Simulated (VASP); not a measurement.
# S (Im-3m) in VASP: further runs

S is run at these levels: PBE; tasks: single point, relaxation of cell and atoms.

All numbers are computed with VASP 6.6.1; they aren't measurements. Logs are shortened: lines on timing, memory, paths and dates and some standing lists are left out, and cuts for length are marked.

## (1) The cell of the first run

Symmetry: Im-3m, No. 229, cubic system. The conventional cell has a = 2.987 Å, b = 2.987 Å, c = 2.987 Å, α = 90.00°, β = 90.00°, γ = 90.00°. Within 3.4 Å of S (site symmetry m-3m) lie 14 S at 2.59 to 2.99 Å.

This isn't the form of S at room conditions, which is orthorhombic, of S8 rings.

## (2) Single point, PBE

Input file INCAR:

```
PREC = Accurate
ENCUT = 500
EDIFF = 1E-6
ISMEAR = 0
SIGMA = 0.1
LREAL = F
LASPH = T
NELM = 120
ALGO = Normal
ISIF = 2
LWAVE = F
LCHARG = F
GGA = PE
NBANDS = 9
GGA_COMPAT = F
```

Input file KPOINTS:

```
regular mesh
0
Gamma
  18 18 18
```

Input file POSCAR:

```
S
1.0
   -1.4934825942      1.4934825942      1.4934825942
    1.4934825942     -1.4934825942      1.4934825942
    1.4934825942      1.4934825942     -1.4934825942
S
1
Direct
    0.0000000000      0.0000000000      0.0000000000
```

Potentials or basis: VASP PAW PBE potentials, release 64 (S).

Launch:

```console
cat potpaw_PBE.64/S/POTCAR > POTCAR
mpirun -np 1 vasp_std > vasp.out
```

OUTCAR:

```text
PREC = Accurate
   ENCUT = 500
   EDIFF = 1E-6
   ISMEAR = 0
   LREAL = F
   LASPH = T
   NELM = 120
   ISIF = 2
   GGA = PE

 ion  position               nearest neighbor table
   1  0.000  0.000  0.000-

  LATTYP: Found a body centered cubic cell.
 ALAT       =     2.9869651884

  Lattice vectors:

 A1 = (  -1.4934825942,   1.4934825942,   1.4934825942)
 A2 = (   1.4934825942,  -1.4934825942,   1.4934825942)
 A3 = (   1.4934825942,   1.4934825942,  -1.4934825942)

Analysis of symmetry for initial positions (statically):
=====================================================================
 Subroutine PRICEL returns:
 Original cell was already a primitive cell.

 Routine SETGRP: Setting up the symmetry group for a
 body centered cubic supercell.

 Subroutine GETGRP returns: Found 48 space group operations
 (whereof 48 operations were pure point group operations)
 out of a pool of 48 trial point group operations.

The static configuration has the point symmetry O_h .

Analysis of symmetry for dynamics (positions and initial velocities):
=====================================================================
 Subroutine PRICEL returns:
 Original cell was already a primitive cell.

 Routine SETGRP: Setting up the symmetry group for a
 body centered cubic supercell.

 Subroutine GETGRP returns: Found 48 space group operations
 (whereof 48 operations were pure point group operations)
 out of a pool of 48 trial point group operations.

The dynamic configuration has the point symmetry O_h .

 Subroutine INISYM returns: Found 48 space group operations
 (whereof 48 operations are pure point group operations),
 and found     1 'primitive' translations

----------------------------------------------------------------------------------------

                                     Primitive cell

  volume of cell :      13.3248

  direct lattice vectors                    reciprocal lattice vectors
    -1.493482594  1.493482594  1.493482594     0.000000000  0.334787966  0.334787966
     1.493482594 -1.493482594  1.493482594     0.334787966  0.000000000  0.334787966
     1.493482594  1.493482594 -1.493482594     0.334787966  0.334787966  0.000000000

  length of vectors
     2.586787733  2.586787733  2.586787733     0.473461682  0.473461682  0.473461682

  position of ions in fractional coordinates (direct lattice)
     0.000000000  0.000000000  0.000000000

  ion indices of the primitive-cell ions
   primitive index   ion index
                 1           1

----------------------------------------------------------------------------------------

 KPOINTS: regular mesh

Automatic generation of k-mesh.
 Grid dimensions read from file:
 generate k-points for:   18   18   18

 Generating k-lattice:

  Cartesian coordinates                     Fractional coordinates (reciprocal lattice)
     0.000000000  0.018599331  0.018599331     0.055555556  0.000000000  0.000000000
     0.018599331  0.000000000  0.018599331     0.000000000  0.055555556  0.000000000
     0.018599331  0.018599331  0.000000000     0.000000000  0.000000000  0.055555556

  Length of vectors
     0.026303427  0.026303427  0.026303427

  Shift w.r.t. Gamma in fractional coordinates (k-lattice)
     0.000000000  0.000000000  0.000000000

 Subroutine IBZKPT returns following result:
 ===========================================

 Found    195 irreducible k-points:

 Following reciprocal coordinates:
            Coordinates               Weight
  0.000000  0.000000  0.000000      1.000000
  0.055556  0.000000  0.000000     12.000000
  0.111111  0.000000  0.000000     12.000000
  0.166667  0.000000  0.000000     12.000000
  0.222222  0.000000  0.000000     12.000000
  0.277778  0.000000  0.000000     12.000000
[... 16 lines left out ...]
  0.333333  0.111111  0.000000     48.000000
  0.388889  0.111111  0.000000     48.000000
 [... further k-points ...]
   k-points           NKPTS =    195   k-points in BZ     NKDIM =    195   number of bands    NBANDS=      9
   number of dos      NEDOS =    301   number of ions     NIONS =      1
   total plane-waves  NPLWV =   8000
   dimension x,y,z NGX =    20 NGY =   20 NGZ =   20
   dimension x,y,z NGXF=    40 NGYF=   40 NGZF=   40
   ions per type =               1
   NGX,Y,Z   is equivalent  to a cutoff of  12.85, 12.85, 12.85 a.u.
   NGXF,Y,Z  is equivalent  to a cutoff of  25.71, 25.71, 25.71 a.u.
 SYSTEM =  unknown system
   PREC   = accura    normal or accurate (medium, high low for compatibility)
   ISTART =      0    job   : 0-new  1-cont  2-samecut
   ICHARG =      2    charge: 1-file 2-atom 10-const
   ISPIN  =      1    spin polarized calculation?
   LNONCOLLINEAR =      F non collinear calculations
   LSORBIT =      F    spin-orbit coupling
   LASPH  =      T    aspherical Exc in radial PAW
   ENCUT  =  500.0 eV  36.75 Ry    6.06 a.u.   4.72  4.72  4.72*2*pi/ulx,y,z
   NELM   =    120;   NELMIN=  2; NELMDL= -5     # of ELM steps
   EDIFF  = 0.1E-05   stopping-criterion for ELM
   LREAL  =      F    real-space projection
   EDIFFG = 0.1E-04   stopping-criterion for IOM
   NSW    =      0    number of steps for IOM
   IBRION =     -1    ionic relax: 0-MD 1-quasi-New 2-CG
   NFREE  =      0    steps in history (QN), initial steepest desc. (CG)
   ISIF   =      2    stress and relaxation
   ISYM   =      2    0-nonsym 1-usesym 2-fastsym
   POTIM  = 0.5000    time-step for ionic-motion
   TEBEG  =    0.0;   TEEND  =   0.0 temperature during run
   PSTRESS=    0.0 pullay stress
   NELECT =       6.0000    total number of electrons
   NUPDOWN=      -1.0000    fix difference up-down
   EMIN   =  10.00;   EMAX   =-10.00  energy-range for DOS
   EFERMI =   0.00;   METHOD = LEGACY
   ISMEAR =     0;   SIGMA  =   0.10  broadening in eV -4-tet -1-fermi 0-gaus
   EFERMI_NEDOS =   21; number of points for ismear=-14 and -15
   IALGO  =     38    algorithm
   IMIX   =      4    mixing-type and parameters
     AMIX     =   0.40;   BMIX     =  1.00
     AMIX_MAG =   1.60;   BMIX_MAG =  1.00
  volume/ion in A,a.u.               =      13.32        89.92
  Fermi-wavevector in a.u.,A,eV,Ry     =   1.254792  2.371213 21.422414  1.574503
  Thomas-Fermi vector in A             =   2.388580
   LORBIT       =      0    0 simple, 1 ext, 2 COOP (PROOUT), +10 PAW based schemes
   GGA     = PE    functional components
   LHFCALC =     F    Hartree Fock is set to
   AEXX    =    0.0000 exact exchange contribution
   IVDW    =     0    specifies the selected vdW correction
   LEPSILON=     F    determine dielectric tensor
   LRPA    =     F    only Hartree local field effects (RPA)
 non-spin polarized calculation
 Gauss-broadening in eV      SIGMA  =   0.10
  energy-cutoff  :      500.00
  volume of cell :       13.32
 maximum number of plane-waves:       370
   NGX =  9   NGY =  9   NGZ =  9

 number of electron       5.9999999 magnetization

 Free energy of the ion-electron system (eV)
  ---------------------------------------------------
  ext. energy  EPLUGINS =         0.00000000
  ---------------------------------------------------
  free energy    TOTEN  =        -2.87892013 eV

  energy without entropy =       -2.87638859  energy(sigma->0) =       -2.87765436

 E-fermi :  10.3181     XC(G=0): -12.0014

 val. band max:       10.2990491073   @ k =   0.3889   0.0556   0.0000
 cond. band min:      10.3554012036   @ k =   0.2778   0.0556   0.0556
 fundamental gap:      0.0563520963
 Fermi energy:        10.3180559116

 k-point     1 :       0.0000    0.0000    0.0000
  band No.  band energies     occupation
      1      -8.4563      2.00000
      2      14.4135      0.00000
      3      14.4135      0.00000
      4      14.4135      0.00000
      5      22.6700      0.00000
      6      22.6700      0.00000
      7      22.6700      0.00000
      8      26.8550      0.00000
      9      26.8550      0.00000

 k-point     2 :       0.0556    0.0000    0.0000
  band No.  band energies     occupation
      1      -8.3646      2.00000
      2      13.9358      0.00000
      3      14.1957      0.00000
      4      14.3778      0.00000
      5      22.4201      0.00000
      6      22.6774      0.00000
      7      23.0578      0.00000
      8      26.2936      0.00000
      9      26.7680      0.00000

 k-point     3 :       0.1111    0.0000    0.0000
  band No.  band energies     occupation
      1      -8.0902      2.00000
      2      12.6804      0.00000
      3      13.6475      0.00000
      4      14.2740      0.00000
      5      21.7913      0.00000
      6      22.3822      0.00000
      7      24.1141      0.00000
      8      25.6625      0.00000
      9      26.6109      0.00000

 k-point     4 :       0.1667    0.0000    0.0000
  band No.  band energies     occupation
      1      -7.6359      2.00000
      2      10.9677      0.00000
      3      12.9588      0.00000
      4      14.1130      0.00000
      5      21.0007      0.00000
      6      21.5472      0.00000
      7      25.6428      0.00000
      8      25.7385      0.00000
      9      26.5537      0.00000
[... 205 lines left out ...]
 k-point    22 :       0.2778    0.1111    0.0000
  band No.  band energies     occupation
      1      -5.0204      2.00000
      2       5.2853      2.00000
      3       9.8996      2.00000
      4      12.6555      0.00000
      5      19.3553      0.00000
      6      20.7719      0.00000
      7      25.9669      0.00000
      8      29.1689      0.00000
      9      30.9419      0.00000

 k-point    23 :       0.3333    0.1111    0.0000
  band No.  band energies     occupation
      1      -3.9974      2.00000
      2       3.5853      2.00000
      3       9.4474      2.00000
      4      12.4323      0.00000
      5      18.9525      0.00000
      6      20.5327      0.00000
      7      26.6808      0.00000
      8      29.6944      0.00000
      9      32.6659      0.00000

 k-point    24 :       0.3889    0.1111    0.0000
  band No.  band energies     occupation
      1      -3.0270      2.00000
      2       2.1915      2.00000
      3       9.1784      2.00000
      4      12.2894      0.00000
      5      18.7003      0.00000
      6      20.3862      0.00000
      7      27.5752      0.00000
      8      29.4162      0.00000
      9      34.0301      0.00000

 [... further k-points ...]
[... 5 lines left out ...]
  --------------------------------------------------------------------------------------
  -------------------------------------------------------------------------------------
  Total        1.6385366      1.6385366      1.6385366     -0.0000000      0.0000000     -0.0000000
  in kB      197.0181542    197.0181542    197.0181542     -0.0000000      0.0000000     -0.0000000
  external PRESSURE =     197.0181542 kB  Pullay stress =       0.0000000 kB

 VOLUME and BASIS-vectors are now :
 -----------------------------------------------------------------------------
  energy-cutoff  :      500.00
  volume of cell :       13.32
      direct lattice vectors                 reciprocal lattice vectors
    -1.493482594  1.493482594  1.493482594     0.000000000  0.334787966  0.334787966
     1.493482594 -1.493482594  1.493482594     0.334787966  0.000000000  0.334787966
     1.493482594  1.493482594 -1.493482594     0.334787966  0.334787966  0.000000000

 POSITION                                       TOTAL-FORCE (eV/Angst)
 -----------------------------------------------------------------------------------
      0.00000      0.00000      0.00000        -0.000000     -0.000000      0.000000
 -----------------------------------------------------------------------------------
    total drift:                                0.000000      0.000000     -0.000000

  FREE ENERGIE OF THE ION-ELECTRON SYSTEM (eV)
  ---------------------------------------------------
  free  energy   TOTEN  =        -2.8789201303 eV

  energy  without entropy=       -2.8763885875  energy(sigma->0) =       -2.87765436
```

Run time: 9.5 s. Hardware: 1 thread of Intel Xeon Platinum 8488C (Sapphire Rapids), shared host; peak memory 0.13 GiB.

Results:

```
Free energy            : -2.8789 eV
Pressure               : 19.7 GPa
Band gap on the k mesh : zero (bands 3 and 4 overlap by 8.61 eV)
```

Caveat: the cell stands under pressure.

(Continued in part 2 of 2.)

The gap in the log of VASP goes by the Fermi energy; the results here count the filled bands.